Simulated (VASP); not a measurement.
Si5C4, 9 atoms in the cell. The cell holds a slab with vacuum, 9 atoms: a = 3.092 Å, b = 5.074 Å, c = 18.969 Å, α = 90.00°, β = 90.00°, γ = 90.00°. 

| Property | Result |
| --- | --- |
| Program | VASP 6.6.1 |
| Task | single point |
| Functional | PBE |
| Potentials or basis | VASP PAW PBE potentials, release 64 (Si, C) |
| Cutoff | 520 eV |
| k mesh | 9 × 5 × 1 |
| Occupations | gaussian, width 0.05 eV |
| Spin | collinear spin |
| Starting moments | [0.0, 0.0, 0.0, 0.0, 2.0, 0.0, 0.0, 0.0, 0.0] μB |
| Dipole correction | yes |
| Further INCAR settings | ALGO = Normal; EDIFF = 1e-06; NBANDS = 32 |

Potentials or basis: VASP PAW PBE potentials, release 64 (Si, C).

Command:

```bash
$ cat potpaw_PBE.64/Si/POTCAR potpaw_PBE.64/C/POTCAR > POTCAR
$ mpirun -np 1 vasp_std > vasp.out
```

Hardware: 1 thread of Intel(R) Xeon(R) 6975P-C (Granite Rapids), on a shared host.

Question: Estimate the wall time of this run.

Answer: Wall time 5.9 min on 1 thread of Intel(R) Xeon(R) 6975P-C (Granite Rapids), with other jobs on the host, peak memory 0.63 GiB. Counts: scf iterations 29, k points 23.
